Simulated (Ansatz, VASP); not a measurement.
## Two plane-wave programs on Zn

```xyz
2
Lattice="-1.9801 1.6590 1.3036 1.6590 -1.9801 1.3036 3.3090 3.3090 -1.8917" Properties=species:S:1:pos:R:3 pbc="T T T"
Zn    1.5242    4.7727   -0.5881
Zn    0.3888    2.5991    0.3578
```

Alike in both runs: task single point; functional RPBE; k mesh 17 × 17 × 8; occupations fermi-dirac, width 0.1 eV; no spin polarisation.

|  | VASP | Ansatz |
| --- | --- | --- |
| version | VASP 6.6.1 | Ansatz 0.2.0 |
| potentials or method | VASP PAW PBE potentials, release 64 (Zn), cutoff 520 eV | plane waves (420 eV) with PAW, scalar-relativistic |
| valence electrons in the cell | 24 | 24 |

```tsv
	VASP	Ansatz	Ansatz less VASP
pressure (GPa)	6.8	6.4	-0.41
traceless stress, the component that is largest in VASP (GPa)	1.86	1.79	-0.073
```

VASP's potentials were made for PBE, not for RPBE. The functional is the same, so the differences come from potentials, cutoffs and numerics.
